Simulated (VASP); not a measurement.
# LiF (rock salt type) (Fm-3m) in VASP: a series of runs

LiF (rock salt type) is run at these levels: HSE06; tasks: single point.

Everything below comes from runs of VASP 6.6.1. Logs are shortened: lines on timing, memory, paths and dates and some standing lists are left out, and cuts for length are marked.

**1. The cell of the first run**

It takes space group Fm-3m (No. 225, cubic). Conventional cell: a = 4.084 Å, b = 4.084 Å, c = 4.084 Å, α = 90.00°, β = 90.00°, γ = 90.00°. Within 2.7 Å of Li (site symmetry m-3m) lie 6 F at 2.04 Å. F (site symmetry m-3m) has 6 Li at 2.04 Å within 2.7 Å.

**2. Single point, HSE06**

Input file POSCAR:

```
LiF
1.0
    0.0000000000      2.0417608470      2.0417608470
    2.0417608470      0.0000000000      2.0417608470
    2.0417608470      2.0417608470      0.0000000000
Li F
1 1
Direct
    0.0000000000      0.0000000000      0.0000000000
    0.5000000000      0.5000000000      0.5000000000
```

Input file INCAR.step1:

```
SYSTEM = LiF
ALGO = Normal ; EDIFF = 1E-5
ENCUT = 520 ; GGA = PE
ISIF = 2 ; ISMEAR = -1
LASPH = .True. ; LREAL = .False.
LWAVE = .True. ; NBANDS = 12
NELM = 80 ; PREC = Accurate
SIGMA = 0.05
```

Input file INCAR.step2:

```
SYSTEM = LiF
ALGO = Normal ; EDIFF = 1E-7
ENCUT = 520 ; GGA = PE
HFSCREEN = 0.2079 ; ISIF = 2
ISMEAR = -1 ; ISTART = 1
LASPH = .True. ; LCHARG = .True.
LELF = .True. ; LHFCALC = .True.
LREAL = .False. ; LVHAR = .True.
LWAVE = .False. ; NBANDS = 12
NELM = 80 ; PREC = Accurate
PRECFOCK = Normal ; SIGMA = 0.05
```

Input file KPOINTS:

```
k-points
0
Gamma
  4 4 4
  0 0 0
```

Potentials or basis: VASP PAW PBE potentials, release 64 (Li_sv, F).

Launch:

```bash
$ cat potpaw_PBE.64/Li_sv/POTCAR potpaw_PBE.64/F/POTCAR > POTCAR
$ cp INCAR.step1 INCAR
$ mpirun -np 1 vasp_std > vasp.out
$ cp INCAR.step2 INCAR
$ mpirun -np 1 vasp_std > vasp.out
```

OUTCAR:

```text
SYSTEM = LiF
   EDIFF = 1E-7
   ENCUT = 520
   GGA = PE
   HFSCREEN = 0.2079
   ISIF = 2
   ISMEAR = -1
   ISTART = 1
   LASPH = .True.
   LHFCALC = .True.
   LREAL = .False.
   NELM = 80
   PREC = Accurate
   PRECFOCK = Normal

 ion  position               nearest neighbor table
   1  0.000  0.000  0.000-   2 2.04   2 2.04   2 2.04   2 2.04   2 2.04   2 2.04
   2  0.500  0.500  0.500-   1 2.04   1 2.04   1 2.04   1 2.04   1 2.04   1 2.04

  LATTYP: Found a face centered cubic cell.
 ALAT       =     4.0835216940

  Lattice vectors:

 A1 = (   0.0000000000,   2.0417608470,   2.0417608470)
 A2 = (   2.0417608470,   0.0000000000,   2.0417608470)
 A3 = (   2.0417608470,   2.0417608470,   0.0000000000)

Analysis of symmetry for initial positions (statically):
=====================================================================
 Subroutine PRICEL returns:
 Original cell was already a primitive cell.

 Routine SETGRP: Setting up the symmetry group for a
 face centered cubic supercell.

 Subroutine GETGRP returns: Found 48 space group operations
 (whereof 48 operations were pure point group operations)
 out of a pool of 48 trial point group operations.

The static configuration has the point symmetry O_h .

Analysis of symmetry for dynamics (positions and initial velocities):
=====================================================================
 Subroutine PRICEL returns:
 Original cell was already a primitive cell.

 Routine SETGRP: Setting up the symmetry group for a
 face centered cubic supercell.

 Subroutine GETGRP returns: Found 48 space group operations
 (whereof 48 operations were pure point group operations)
 out of a pool of 48 trial point group operations.

The dynamic configuration has the point symmetry O_h .

 Subroutine INISYM returns: Found 48 space group operations
 (whereof 48 operations are pure point group operations),
 and found     1 'primitive' translations

----------------------------------------------------------------------------------------

                                     Primitive cell

  volume of cell :      17.0233

  direct lattice vectors                    reciprocal lattice vectors
     0.000000000  2.041760847  2.041760847    -0.244886663  0.244886663  0.244886663
     2.041760847  0.000000000  2.041760847     0.244886663 -0.244886663  0.244886663
     2.041760847  2.041760847  0.000000000     0.244886663  0.244886663 -0.244886663

  length of vectors
     2.887485881  2.887485881  2.887485881     0.424156142  0.424156142  0.424156142

  position of ions in fractional coordinates (direct lattice)
     0.000000000  0.000000000  0.000000000
     0.500000000  0.500000000  0.500000000

  ion indices of the primitive-cell ions
   primitive index   ion index
                 1           1
                 2           2

----------------------------------------------------------------------------------------

 KPOINTS: k-points

Automatic generation of k-mesh.
 Grid dimensions read from file:
 generate k-points for:    4    4    4

 Generating k-lattice:

  Cartesian coordinates                     Fractional coordinates (reciprocal lattice)
    -0.061221666  0.061221666  0.061221666     0.250000000  0.000000000  0.000000000
     0.061221666 -0.061221666  0.061221666     0.000000000  0.250000000  0.000000000
     0.061221666  0.061221666 -0.061221666     0.000000000  0.000000000  0.250000000

  Length of vectors
     0.106039036  0.106039036  0.106039036

  Shift w.r.t. Gamma in fractional coordinates (k-lattice)
     0.000000000  0.000000000  0.000000000

 Subroutine IBZKPT returns following result:
 ===========================================

 Found      8 irreducible k-points:

 Following reciprocal coordinates:
            Coordinates               Weight
  0.000000  0.000000  0.000000      1.000000
  0.250000  0.000000  0.000000      8.000000
  0.500000  0.000000  0.000000      4.000000
  0.250000  0.250000  0.000000      6.000000
  0.500000  0.250000  0.000000     24.000000
 -0.250000  0.250000  0.000000     12.000000
  0.500000  0.500000  0.000000      3.000000
 -0.250000  0.500000  0.250000      6.000000
   k-points           NKPTS =      8   k-points in BZ     NKDIM =     64   number of bands    NBANDS=     12
   number of dos      NEDOS =    301   number of ions     NIONS =      2
   total plane-waves  NPLWV =  13824
   dimension x,y,z NGX =    24 NGY =   24 NGZ =   24
   dimension x,y,z NGXF=    48 NGYF=   48 NGZF=   48
   ions per type =               1   1
   NGX,Y,Z   is equivalent  to a cutoff of  13.82, 13.82, 13.82 a.u.
   NGXF,Y,Z  is equivalent  to a cutoff of  27.64, 27.64, 27.64 a.u.
 SYSTEM =  LiF
   PREC   = accura    normal or accurate (medium, high low for compatibility)
   ISTART =      1    job   : 0-new  1-cont  2-samecut
   ICHARG =      0    charge: 1-file 2-atom 10-const
   ISPIN  =      1    spin polarized calculation?
   LNONCOLLINEAR =      F non collinear calculations
   LSORBIT =      F    spin-orbit coupling
   LASPH  =      T    aspherical Exc in radial PAW
   ENCUT  =  520.0 eV  38.22 Ry    6.18 a.u.   5.37  5.37  5.37*2*pi/ulx,y,z
   NELM   =     80;   NELMIN=  2; NELMDL=  0     # of ELM steps
   EDIFF  = 0.1E-06   stopping-criterion for ELM
   LREAL  =      F    real-space projection
   EDIFFG = 0.1E-05   stopping-criterion for IOM
   NSW    =      0    number of steps for IOM
   IBRION =     -1    ionic relax: 0-MD 1-quasi-New 2-CG
   NFREE  =      0    steps in history (QN), initial steepest desc. (CG)
   ISIF   =      2    stress and relaxation
   ISYM   =      3    0-nonsym 1-usesym 2-fastsym
   POTIM  = 0.5000    time-step for ionic-motion
   TEBEG  =    0.0;   TEEND  =   0.0 temperature during run
   PSTRESS=    0.0 pullay stress
   NELECT =      10.0000    total number of electrons
   NUPDOWN=      -1.0000    fix difference up-down
   EMIN   =  10.00;   EMAX   =-10.00  energy-range for DOS
   EFERMI =   0.00;   METHOD = LEGACY
   ISMEAR =    -1;   SIGMA  =   0.05  broadening in eV -4-tet -1-fermi 0-gaus
   EFERMI_NEDOS =   21; number of points for ismear=-14 and -15
   IALGO  =     38    algorithm
   IMIX   =      1    mixing-type and parameters
     AMIX     =   0.40;   BMIX     =  1.00
     AMIX_MAG =   1.60;   BMIX_MAG =  1.00
  volume/ion in A,a.u.               =       8.51        57.44
  Fermi-wavevector in a.u.,A,eV,Ry     =   1.371071  2.590949 25.576719  1.879836
  Thomas-Fermi vector in A             =   2.496801
   LORBIT       =      0    0 simple, 1 ext, 2 COOP (PROOUT), +10 PAW based schemes
   GGA     = PE    functional components
   LHFCALC =     T    Hartree Fock is set to
   PRECFOCK=normal    Normal, Fast or Accurate (Low or Medium for compatibility)
   ENCUT4O =  -1.0   cutoff for four orbital integrals eV
   NKREDX  =     1    reduce k-point grid by
   NKREDY  =     1    reduce k-point grid by
   NKREDZ  =     1    reduce k-point grid by
   AEXX    =    0.2500 exact exchange contribution
   HFSCREEN=    0.2079 screening length (either q_TF or 0.3 A-1)
   HFSCREENC=   0.2079 screening length for correlation (either q_TF or 0.3 A-1)
   ENCUTFOCK=  -1.0 apply spherical cutoff to Coloumb kernel
   IVDW    =     0    specifies the selected vdW correction
   LEPSILON=     F    determine dielectric tensor
   LRPA    =     F    only Hartree local field effects (RPA)
 non-spin polarized calculation
  energy-cutoff  :      520.00
  volume of cell :       17.02
 maximum number of plane-waves:       465
 NGX is ok and might be reduce to    24
  NGX = 18; NGY = 18; NGZ = 18

 number of electron       9.9999995 magnetization

 Free energy of the ion-electron system (eV)
  ---------------------------------------------------
  ext. energy  EPLUGINS =         0.00000000
  ---------------------------------------------------
  free energy    TOTEN  =       -11.37903851 eV

  energy without entropy =      -11.37903851  energy(sigma->0) =      -11.37903851

 E-fermi :  -1.8725     XC(G=0):  -8.0089

 val. band max:       -2.9615577194   @ k =   0.0000   0.0000   0.0000
 cond. band min:       8.0455347813   @ k =   0.0000   0.0000   0.0000
 fundamental gap:     11.0070925007
 Fermi energy:        -1.8725198695

 k-point     1 :       0.0000    0.0000    0.0000
  band No.  band energies     occupation
      1     -46.0427      2.00000
      2     -24.4216      2.00000
      3      -2.9616      2.00000
      4      -2.9616      2.00000
      5      -2.9616      2.00000
      6       8.0455      0.00000
      7      23.0832      0.00000
      8      23.0833      0.00000
      9      23.0833      0.00000
     10      23.4353      0.00000
     11      23.4353      0.00000
     12      23.4353      0.00000

 k-point     2 :       0.2500    0.0000    0.0000
  band No.  band energies     occupation
      1     -46.0180      2.00000
      2     -24.2167      2.00000
      3      -4.3267      2.00000
      4      -3.0811      2.00000
      5      -3.0811      2.00000
      6       9.3790      0.00000
      7      17.1034      0.00000
      8      19.7171      0.00000
      9      19.7172      0.00000
     10      26.0122      0.00000
     11      26.6127      0.00000
     12      26.6127      0.00000

 k-point     3 :       0.5000    0.0000    0.0000
  band No.  band energies     occupation
      1     -45.9931      2.00000
      2     -23.9983      2.00000
      3      -5.4879      2.00000
      4      -3.1949      2.00000
      5      -3.1949      2.00000
      6       9.9099      0.00000
      7      15.9150      0.00000
      8      18.0784      0.00000
      9      18.0784      0.00000
     10      29.3197      0.00000
     11      30.1459      0.00000
     12      30.1460      0.00000
[... 46 lines left out ...]
 k-point     7 :       0.5000    0.5000    0.0000
  band No.  band energies     occupation
      1     -45.9791      2.00000
      2     -23.7559      2.00000
      3      -5.9019      2.00000
      4      -3.9512      2.00000
      5      -3.9512      2.00000
      6      14.0221      0.00000
      7      15.5822      0.00000
      8      16.4982      0.00000
      9      19.4692      0.00000
     10      19.4692      0.00000
     11      32.3263      0.00000
     12      37.3842      0.00000

 k-point     8 :      -0.2500    0.5000    0.2500
  band No.  band energies     occupation
      1     -45.9786      2.00000
      2     -23.7784      2.00000
      3      -4.9909      2.00000
      4      -4.9909      2.00000
      5      -3.7695      2.00000
      6      14.2410      0.00000
      7      14.2410      0.00000
      8      16.5982      0.00000
      9      18.3611      0.00000
     10      26.4827      0.00000
     11      26.4827      0.00000
     12      33.0151      0.00000

------------------------ aborting loop because EDIFF is reached ----------------------------------------

  FORCE on cell =-STRESS in cart. coord.  units (eV):
  Direction    XX          YY          ZZ          XY          YZ          ZX
  --------------------------------------------------------------------------------------
  -------------------------------------------------------------------------------------
  Total       -0.3947230     -0.3947230     -0.3947230      0.0000000      0.0000000     -0.0000000
  in kB      -37.1499630    -37.1499630    -37.1499630      0.0000000      0.0000000     -0.0000000
  external PRESSURE =     -37.1499630 kB  Pullay stress =       0.0000000 kB

 VOLUME and BASIS-vectors are now :
 -----------------------------------------------------------------------------
  energy-cutoff  :      520.00
  volume of cell :       17.02
      direct lattice vectors                 reciprocal lattice vectors
     0.000000000  2.041760847  2.041760847    -0.244886663  0.244886663  0.244886663
     2.041760847  0.000000000  2.041760847     0.244886663 -0.244886663  0.244886663
     2.041760847  2.041760847  0.000000000     0.244886663  0.244886663 -0.244886663

 POSITION                                       TOTAL-FORCE (eV/Angst)
 -----------------------------------------------------------------------------------
      0.00000      0.00000      0.00000         0.000000     -0.000000      0.000000
      2.04176      2.04176      2.04176        -0.000000      0.000000     -0.000000
 -----------------------------------------------------------------------------------
    total drift:                                0.000000     -0.000000      0.000000

  FREE ENERGIE OF THE ION-ELECTRON SYSTEM (eV)
  ---------------------------------------------------
  free  energy   TOTEN  =       -11.3790385108 eV

  energy  without entropy=      -11.3790385107  energy(sigma->0) =      -11.37903851
```

Run time: 70 s. Hardware: 1 thread of Intel Xeon Platinum 8259CL at 2.50GHz (Skylake/Cascade Lake), shared host; peak memory 0.23 GiB.

What came out:

```
Free energy            : -11.3790 eV
Band gap on the k mesh : 11.01 eV, direct
```

Caveat: the k points lie up to 0.67 Å⁻¹ apart; the cutoff is under 1.25 times the usual one of these potentials, so pressure, stress and relaxed cells hold a basis-set (Pulay) error; the PAW data sets were made with another functional, which shifts forces and pressure a little.

**3. Single point, HSE06**

POSCAR is that of step 2.

Input file INCAR.step1:

```
PREC     = Accurate       # precision mode
ENCUT    = 520            # plane-wave cutoff, eV
EDIFF    = 1E-5           # SCF threshold, eV
ISMEAR   = -1             # smearing method
SIGMA    = 0.05           # smearing width, eV
LREAL    = F              # projectors in reciprocal space
LASPH    = T              # aspherical terms in the spheres
NELM     = 80             # most SCF steps
ALGO     = Normal         # electronic algorithm
ISIF     = 2              # what is computed and relaxed
LWAVE    = T              # write WAVECAR
LCHARG   = F              # write CHGCAR
NBANDS   = 12             # bands
GGA      = PE             # functional
```

Input file INCAR.step2:

```
PREC     = Accurate       # precision mode
ENCUT    = 520            # plane-wave cutoff, eV
EDIFF    = 1E-6           # SCF threshold, eV
ISMEAR   = -1             # smearing method
SIGMA    = 0.05           # smearing width, eV
LREAL    = F              # projectors in reciprocal space
LASPH    = T              # aspherical terms in the spheres
NELM     = 80             # most SCF steps
ALGO     = Normal         # electronic algorithm
ISIF     = 2              # what is computed and relaxed
LWAVE    = F              # write WAVECAR
LCHARG   = F              # write CHGCAR
GGA      = PE             # functional
LHFCALC  = T              # exact exchange
HFSCREEN = 0.2079         # screening, 1/A
PRECFOCK = Normal       
NBANDS   = 12             # bands
ISTART   = 1
```

Input file KPOINTS:

```
Automatic mesh
0
Gamma
  4 4 4
```

Potentials or basis: VASP PAW PBE potentials, release 64 (Li_sv, F).

Launch:

```bash
$ cat potpaw_PBE.64/Li_sv/POTCAR potpaw_PBE.64/F/POTCAR > POTCAR
$ cp INCAR.step1 INCAR
$ mpirun -np 1 vasp_std > vasp.out
$ cp INCAR.step2 INCAR
$ mpirun -np 1 vasp_std > vasp.out
```

Wall time 73 s (1 thread of Intel Xeon Platinum 8259CL at 2.50GHz (Skylake/Cascade Lake), shared host); peak memory 0.23 GiB.

It converged, with:

- Free energy: -11.3790 eV
- Band gap on the k mesh: 11.01 eV, direct

Levels at points of the mesh, in eV from the valence-band top:
```csv
k point,band 3,band 4,band 5,band 6,band 7,band 8
"(0.00, 0.00, 0.00)",0.00,0.00,0.00,11.01,26.05,26.05
"(0.50, 0.00, 0.00)",-2.53,-0.23,-0.23,12.87,18.88,21.04
"(0.50, 0.50, 0.00)",-2.94,-0.99,-0.99,16.98,18.54,19.46
```

Caveat: the k points lie up to 0.67 Å⁻¹ apart; the cutoff is under 1.25 times the usual one of these potentials, so pressure, stress and relaxed cells hold a basis-set (Pulay) error; the PAW data sets were made with another functional, which shifts forces and pressure a little.

**4. Single point, HSE06**

This run uses another cell than the first one, of 8.76 Å³/atom, 1.030 times its volume.

Input file POSCAR:

```
LiF
1.0
    0.0000000000      2.0617793868      2.0617793868
    2.0617793868      0.0000000000      2.0617793868
    2.0617793868      2.0617793868      0.0000000000
Li F
1 1
Direct
    0.0000000000      0.0000000000      0.0000000000
    0.5000000000      0.5000000000      0.5000000000
```

Input file INCAR.step1:

```
PREC     = Accurate       # precision mode
ENCUT    = 520            # plane-wave cutoff, eV
EDIFF    = 1E-5           # SCF threshold, eV
ISMEAR   = -1             # smearing method
SIGMA    = 0.05           # smearing width, eV
LREAL    = False          # projectors in reciprocal space
LASPH    = True           # aspherical terms in the spheres
NELM     = 60             # most SCF steps
ALGO     = Normal         # electronic algorithm
ISIF     = 2              # what is computed and relaxed
LWAVE    = True           # write WAVECAR
LCHARG   = False          # write CHGCAR
GGA      = PE             # functional
NBANDS   = 12             # bands
```

Input file INCAR.step2:

```
PREC     = Accurate       # precision mode
ENCUT    = 520            # plane-wave cutoff, eV
EDIFF    = 1E-6           # SCF threshold, eV
ISMEAR   = -1             # smearing method
SIGMA    = 0.05           # smearing width, eV
LREAL    = False          # projectors in reciprocal space
LASPH    = True           # aspherical terms in the spheres
NELM     = 60             # most SCF steps
ALGO     = Normal         # electronic algorithm
ISIF     = 2              # what is computed and relaxed
LWAVE    = False          # write WAVECAR
LCHARG   = False          # write CHGCAR
GGA      = PE             # functional
LHFCALC  = True           # exact exchange
HFSCREEN = 0.2079         # screening, 1/A
PRECFOCK = Normal       
ISTART   = 1            
NBANDS   = 12             # bands
```

Input file KPOINTS:

```
regular mesh
0
Gamma
  4 4 4
```

Launch:

```bash
$ cat potpaw_PBE.64/Li_sv/POTCAR potpaw_PBE.64/F/POTCAR > POTCAR
$ cp INCAR.step1 INCAR
$ mpirun -np 1 vasp_std > vasp.out
$ cp INCAR.step2 INCAR
$ mpirun -np 1 vasp_std > vasp.out
```

Run time: 64 s. Hardware: 1 thread of Intel Xeon Platinum 8259CL at 2.50GHz (Skylake/Cascade Lake), shared host; peak memory 0.23 GiB.

Results (log left out):

```yaml
Free_energy: -11.3662 eV
Band_gap_on_the_k_mesh: 10.75 eV, direct
```

Levels at points of the mesh, in eV from the valence-band top:
```
           k point  band 1  band 2  band 3  band 4  band 5  band 6  band 7  band 8  band 9  band 10
(0.00, 0.00, 0.00)  -43.16  -21.38    0.00    0.00    0.00   10.75   25.65   25.65   25.65    26.09
(0.50, 0.00, 0.00)  -43.12  -20.98   -2.44   -0.22   -0.22   12.71   18.52   20.79   20.79    31.74
(0.50, 0.50, 0.00)  -43.10  -20.76   -2.82   -0.95   -0.95   16.70   18.39   19.10   22.08    22.08
```

Caveat: the k points lie up to 0.66 Å⁻¹ apart; the cutoff is under 1.25 times the usual one of these potentials, so pressure, stress and relaxed cells hold a basis-set (Pulay) error; the PAW data sets were made with another functional, which shifts forces and pressure a little.

[end of part 1 of 2]
